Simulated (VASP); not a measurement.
# LiC18 in VASP: single point with PBE

Aim: the single point of LiC18 with PBE.

Program: VASP 6.6.1. These are calculated values, not measurements. Logs are shortened: lines on timing, memory, paths and dates and some standing lists are left out, and cuts for length are marked.

## 1. The cell of the first run

The cell holds a slab with vacuum, 19 atoms: a = 7.398 Å, b = 7.398 Å, c = 11.000 Å, α = 90.00°, β = 90.00°, γ = 120.00°.

## 2. Single point, PBE, collinear spin, zero start

The input, INCAR:

```
SYSTEM = LiC18
PREC     = Accurate       ! precision mode
ENCUT    = 520            ! plane-wave cutoff, eV
EDIFF    = 1E-6           ! SCF threshold, eV
ISMEAR   = -1             ! smearing method
SIGMA    = 0.05           ! smearing width, eV
LREAL    = Auto         
LASPH    = .TRUE.         ! aspherical terms in the spheres
NELM     = 150            ! most SCF steps
ALGO     = Normal         ! electronic algorithm
ISIF     = 2              ! what is computed and relaxed
LWAVE    = .FALSE.        ! write WAVECAR
LCHARG   = .FALSE.        ! write CHGCAR
ISPIN    = 2              ! spin polarisation
MAGMOM   = 0 0 0 0 0 0 0 0 0 0 0 0 0 0 0 0 0 0 0 ! initial moments
LORBIT   = 11             ! projections on sites
GGA      = PE             ! functional
NBANDS   = 56             ! bands
```

The input, KPOINTS:

```
regular mesh
0
G
  2 2 1
  0 0 0
```

The input, POSCAR:

```
LiC18
1.0
    7.3980000000      0.0000000000      0.0000000000
   -3.6990000000      6.4068560000      0.0000000000
    0.0000000000      0.0000000000     11.0000000000
C Li
18 1
Direct
   -0.0040620087     -0.0076482131      0.0930440000
    0.2177517168      0.1037270074      0.0932459091
   -0.0042723877      0.3253762844      0.0920958182
    0.2175300181      0.4353839075      0.0905406364
   -0.0053692033      0.6582840320      0.0905454545
    0.2167534888      0.7693096271      0.0877208182
    0.3288182446     -0.0074381257      0.0924196364
    0.5518321638      0.1040057713      0.0948507273
    0.3294060391      0.3254892883      0.0926462727
    0.5515979369      0.4366914131      0.0930432727
    0.3285551873      0.6575064275      0.0877144545
    0.5518080703      0.7695715340      0.0924131818
    0.6632517282     -0.0074140889      0.0948490000
    0.8853746141      0.1036154082      0.0942100909
    0.6628615805      0.3261281352      0.0942100909
    0.8846226789      0.4364816378      0.0920948182
    0.6629736635      0.6585050452      0.0932419091
    0.8847359712      0.7701599661      0.0926480909
    0.3854532609      0.8261498307      0.2502840909
```

Potentials or basis: VASP PAW PBE potentials, release 64 (C, Li_sv).

The run is started by

```console
$ cat potpaw_PBE.64/C/POTCAR potpaw_PBE.64/Li_sv/POTCAR > POTCAR
$ mpirun -np 1 vasp_std > vasp.out
```

OUTCAR:

```text
SYSTEM = LiC18
   PREC = Accurate
   ENCUT = 520
   EDIFF = 1E-6
   ISMEAR = -1
   LREAL = Auto
   LASPH = .TRUE.
   NELM = 150
   ISIF = 2
   ISPIN = 2
   LORBIT = 11
   GGA = PE

 ion  position               nearest neighbor table
   1  0.996  0.992  0.093-   2 1.42  14 1.42  18 1.42
   2  0.218  0.104  0.093-   9 1.42   1 1.42   7 1.42
   3  0.996  0.325  0.092-  14 1.42   4 1.42  16 1.42
   4  0.218  0.435  0.091-   9 1.42   3 1.42  11 1.42
   5  0.995  0.658  0.091-  18 1.42  16 1.42   6 1.42
   6  0.217  0.769  0.088-   5 1.42   7 1.43  11 1.43  19 2.10
   7  0.329  0.993  0.092-   2 1.42   8 1.43   6 1.43  19 2.29
   8  0.552  0.104  0.095-  15 1.42  13 1.43   7 1.43
   9  0.329  0.325  0.093-   2 1.42   4 1.42  10 1.42
  10  0.552  0.437  0.093-  17 1.42  15 1.42   9 1.42
  11  0.329  0.658  0.088-   4 1.42  12 1.43   6 1.43  19 2.10
  12  0.552  0.770  0.092-  17 1.42  13 1.43  11 1.43  19 2.28
  13  0.663  0.993  0.095-  14 1.42   8 1.43  12 1.43
  14  0.885  0.104  0.094-   3 1.42   1 1.42  13 1.42
  15  0.663  0.326  0.094-  16 1.42  10 1.42   8 1.42
  16  0.885  0.436  0.092-  15 1.42   5 1.42   3 1.42
  17  0.663  0.659  0.093-  18 1.42  10 1.42  12 1.42
  18  0.885  0.770  0.093-  17 1.42   5 1.42   1 1.42
  19  0.385  0.826  0.250-  11 2.10   6 2.10  12 2.28   7 2.29

  LATTYP: Found a hexagonal cell.
 ALAT       =     7.3980000000
 C/A-ratio  =     1.4868883482

  Lattice vectors:

 A1 = (   7.3980000000,   0.0000000000,   0.0000000000)
 A2 = (  -3.6990000000,   6.4068560000,   0.0000000000)
 A3 = (   0.0000000000,   0.0000000000,  11.0000000000)

Analysis of symmetry for initial positions (statically):
=====================================================================
 Subroutine PRICEL returns:
 Original cell was already a primitive cell.

 Routine SETGRP: Setting up the symmetry group for a
 hexagonal supercell.

 Subroutine GETGRP returns: Found  1 space group operations
 (whereof  1 operations were pure point group operations)
 out of a pool of 24 trial point group operations.

The static configuration has the point symmetry C_1 .

Analysis of symmetry for dynamics (positions and initial velocities):
=====================================================================
 Subroutine PRICEL returns:
 Original cell was already a primitive cell.

 Routine SETGRP: Setting up the symmetry group for a
 hexagonal supercell.

 Subroutine GETGRP returns: Found  1 space group operations
 (whereof  1 operations were pure point group operations)
 out of a pool of 24 trial point group operations.

The dynamic configuration has the point symmetry C_1 .

Analysis of structural, dynamic, and magnetic symmetry:
=====================================================================
 Subroutine PRICEL returns:
 Original cell was already a primitive cell.

 Routine SETGRP: Setting up the symmetry group for a
 hexagonal supercell.

 Subroutine GETGRP returns: Found  1 space group operations
 (whereof  1 operations were pure point group operations)
 out of a pool of 24 trial point group operations.

The overall configuration has the point symmetry C_1 .

 Subroutine INISYM returns: Found  1 space group operations
 (whereof  1 operations are pure point group operations),
 and found     1 'primitive' translations

----------------------------------------------------------------------------------------

                                     Primitive cell

  volume of cell :     521.3771

  direct lattice vectors                    reciprocal lattice vectors
     7.398000000  0.000000000  0.000000000     0.135171668  0.078041398  0.000000000
    -3.699000000  6.406856000  0.000000000     0.000000000  0.156082796  0.000000000
     0.000000000  0.000000000 11.000000000     0.000000000  0.000000000  0.090909091

  length of vectors
     7.398000000  7.398000054 11.000000000     0.156082797  0.156082796  0.090909091

  position of ions in fractional coordinates (direct lattice)
     0.995937991  0.992351787  0.093044000
[... 74 lines left out ...]
   number of dos      NEDOS =    301   number of ions     NIONS =     19
   total plane-waves  NPLWV = 263424
   dimension x,y,z NGX =    56 NGY =   56 NGZ =   84
   dimension x,y,z NGXF=   112 NGYF=  112 NGZF=  168
   ions per type =              18   1
   NGX,Y,Z   is equivalent  to a cutoff of  12.58, 12.58, 12.70 a.u.
   NGXF,Y,Z  is equivalent  to a cutoff of  25.17, 25.17, 25.39 a.u.
 SYSTEM =  LiC18
   PREC   = accura    normal or accurate (medium, high low for compatibility)
   ISTART =      0    job   : 0-new  1-cont  2-samecut
   ICHARG =      2    charge: 1-file 2-atom 10-const
   ISPIN  =      2    spin polarized calculation?
   LNONCOLLINEAR =      F non collinear calculations
   LSORBIT =      F    spin-orbit coupling
   LASPH  =      T    aspherical Exc in radial PAW
   ENCUT  =  520.0 eV  38.22 Ry    6.18 a.u.  13.76 13.76 20.45*2*pi/ulx,y,z
   NELM   =    150;   NELMIN=  2; NELMDL= -5     # of ELM steps
   EDIFF  = 0.1E-05   stopping-criterion for ELM
   LREAL  =      T    real-space projection
   EDIFFG = 0.1E-04   stopping-criterion for IOM
   NSW    =      0    number of steps for IOM
   IBRION =     -1    ionic relax: 0-MD 1-quasi-New 2-CG
   NFREE  =      0    steps in history (QN), initial steepest desc. (CG)
   ISIF   =      2    stress and relaxation
   ISYM   =      2    0-nonsym 1-usesym 2-fastsym
   POTIM  = 0.5000    time-step for ionic-motion
   TEBEG  =    0.0;   TEEND  =   0.0 temperature during run
   PSTRESS=    0.0 pullay stress
   NELECT =      75.0000    total number of electrons
   NUPDOWN=      -1.0000    fix difference up-down
   EMIN   =  10.00;   EMAX   =-10.00  energy-range for DOS
   EFERMI =   0.00;   METHOD = LEGACY
   ISMEAR =    -1;   SIGMA  =   0.05  broadening in eV -4-tet -1-fermi 0-gaus
   EFERMI_NEDOS =   21; number of points for ismear=-14 and -15
   IALGO  =     38    algorithm
   IMIX   =      4    mixing-type and parameters
     AMIX     =   0.40;   BMIX     =  1.00
     AMIX_MAG =   1.60;   BMIX_MAG =  1.00
  volume/ion in A,a.u.               =      27.44       185.18
  Fermi-wavevector in a.u.,A,eV,Ry     =   0.857784  1.620977 10.011076  0.735793
  Thomas-Fermi vector in A             =   1.974890
   LORBIT       =     11    0 simple, 1 ext, 2 COOP (PROOUT), +10 PAW based schemes
   GGA     = PE    functional components
   LHFCALC =     F    Hartree Fock is set to
   AEXX    =    0.0000 exact exchange contribution
   IVDW    =     0    specifies the selected vdW correction
   LEPSILON=     F    determine dielectric tensor
   LRPA    =     F    only Hartree local field effects (RPA)
 spin polarized calculation
  energy-cutoff  :      520.00
  volume of cell :      521.38
 maximum number of plane-waves:     14099
 NGX is ok and might be reduce to    56
   NGX = 27   NGY = 27   NGZ = 41

 number of electron      74.9999993 magnetization      -0.0000000

 number of electron      74.9999993 magnetization       0.0000000

 Free energy of the ion-electron system (eV)
  ---------------------------------------------------
  ext. energy  EPLUGINS =         0.00000000
  ---------------------------------------------------
  free energy    TOTEN  =      -167.64431590 eV

  energy without entropy =     -167.64431533  energy(sigma->0) =     -167.64431562

 E-fermi :   0.1263     XC(G=0):  -4.0410

 val. band max:       -0.6170151002   @ k =   0.0000   0.0000   0.0000
 cond. band min:       0.8572252022   @ k =   0.0000   0.0000   0.0000
 fundamental gap:      1.4742403024
 Fermi energy:         0.1262559107

 spin component 1

 k-point     1 :       0.0000    0.0000    0.0000
  band No.  band energies     occupation
      1     -49.1253      1.00000
      2     -20.0892      1.00000
      3     -17.6621      1.00000
      4     -17.5460      1.00000
      5     -17.5443      1.00000
      6     -17.3968      1.00000
[... 197 lines left out ...]
     48       4.2032      0.00000
     49       4.5642      0.00000
 Fermi energy:         0.1262559107

 spin component 2

 k-point     1 :       0.0000    0.0000    0.0000
  band No.  band energies     occupation
      1     -49.1253      1.00000
      2     -20.0892      1.00000
      3     -17.6621      1.00000
      4     -17.5460      1.00000
      5     -17.5443      1.00000
      6     -17.3968      1.00000
[... 197 lines left out ...]
     48       4.2032      0.00000
     49       4.5641      0.00000
 [bands above 49 left out]

------------------------ aborting loop because EDIFF is reached ----------------------------------------

  FORCE on cell =-STRESS in cart. coord.  units (eV):
  Direction    XX          YY          ZZ          XY          YZ          ZX
  --------------------------------------------------------------------------------------
  -------------------------------------------------------------------------------------
  Total        5.6007311      5.5768055     -0.3826364     -0.0200308      0.6242148      0.3694568
  in kB       17.2108899     17.1373674     -1.1758310     -0.0615541      1.9181947      1.1353305
  external PRESSURE =      11.0574755 kB  Pullay stress =       0.0000000 kB

 VOLUME and BASIS-vectors are now :
 -----------------------------------------------------------------------------
  energy-cutoff  :      520.00
  volume of cell :      521.38
      direct lattice vectors                 reciprocal lattice vectors
     7.398000000  0.000000000  0.000000000     0.135171668  0.078041398  0.000000000
    -3.699000000  6.406856000  0.000000000     0.000000000  0.156082796  0.000000000
     0.000000000  0.000000000 11.000000000     0.000000000  0.000000000  0.090909091

 POSITION                                       TOTAL-FORCE (eV/Angst)
 -----------------------------------------------------------------------------------
      3.69724      6.35786      1.02348        -0.010957     -0.016775     -0.002595
      1.22724      0.66456      1.02571        -0.015090     -0.017823     -0.000737
      6.16283      2.08464      1.01305        -0.008702     -0.019392      0.004664
     -0.00120      2.78944      0.99595        -0.011504     -0.024719      0.005015
      4.92329      4.21753      0.99600        -0.009086     -0.019863      0.003943
     -1.24213      4.92886      0.96493        -0.015998     -0.022749      0.020561
[... 11 lines left out ...]
      3.69646      4.93430      1.01913        -0.010005     -0.025475     -0.003426
     -0.20434      5.29302      2.75312         0.207613      0.360735     -0.074635
 -----------------------------------------------------------------------------------
    total drift:                                0.003643      0.016590     -0.024704

  FREE ENERGIE OF THE ION-ELECTRON SYSTEM (eV)
  ---------------------------------------------------
  free  energy   TOTEN  =      -167.6443159011 eV

  energy  without entropy=     -167.6443153322  energy(sigma->0) =     -167.64431562

 total charge

# of ion       s       p       d       tot
------------------------------------------
    1        0.861   1.795   0.000   2.656
    2        0.861   1.799   0.000   2.659
    3        0.861   1.796   0.000   2.657
    4        0.861   1.799   0.000   2.659
    5        0.861   1.799   0.000   2.659
    6        0.858   1.804   0.000   2.662
[... 11 lines left out ...]
   18        0.861   1.797   0.000   2.658
   19        2.007   0.050   0.000   2.057
--------------------------------------------------
tot         17.487  32.409   0.000  49.895

 magnetization (x)

# of ion       s       p       d       tot
------------------------------------------
    1        0.000   0.000   0.000   0.000
    2        0.000  -0.000   0.000   0.000
    3        0.000  -0.000   0.000   0.000
    4       -0.000  -0.000   0.000  -0.000
    5        0.000  -0.000   0.000  -0.000
    6        0.000   0.000   0.000   0.000
[... 11 lines left out ...]
   18       -0.000  -0.000   0.000  -0.000
   19        0.000   0.000   0.000   0.000
--------------------------------------------------
tot          0.000  -0.000   0.000   0.000
```

Run time: 4.8 min. Hardware: 1 thread of Intel Xeon 6975P-C (Granite Rapids), shared host; peak memory 0.79 GiB.

Results:

| Item | Value |
| --- | --- |
| Free energy | -167.6443 eV |
| Largest force | 0.423 eV/Å |
| Net moment | 0.00 μB per cell |
| Valence electrons inside the program's atomic spheres | C 2.66, 2.65; Li 2.06 |

Forces on the atoms (eV/Å):
```
C   -0.011 -0.017 -0.003
C   -0.015 -0.018 -0.001
C   -0.009 -0.019  0.005
C   -0.012 -0.025  0.005
C   -0.009 -0.020  0.004
C   -0.016 -0.023  0.021
C   -0.016 -0.020 -0.001
C   -0.014 -0.022  0.010
C   -0.018 -0.024  0.000
C   -0.008 -0.017 -0.006
C   -0.013 -0.019  0.019
C   -0.011 -0.023  0.001
C   -0.007 -0.019  0.013
C   -0.006 -0.015  0.002
C   -0.012 -0.015  0.006
C   -0.013 -0.017  0.004
C   -0.009 -0.021  0.001
C   -0.010 -0.025 -0.003
Li   0.208  0.361 -0.075
```

Caveat: the k points lie up to 0.49 Å⁻¹ apart; the cutoff is under 1.25 times the usual one of these potentials, so pressure, stress and relaxed cells hold a basis-set (Pulay) error.
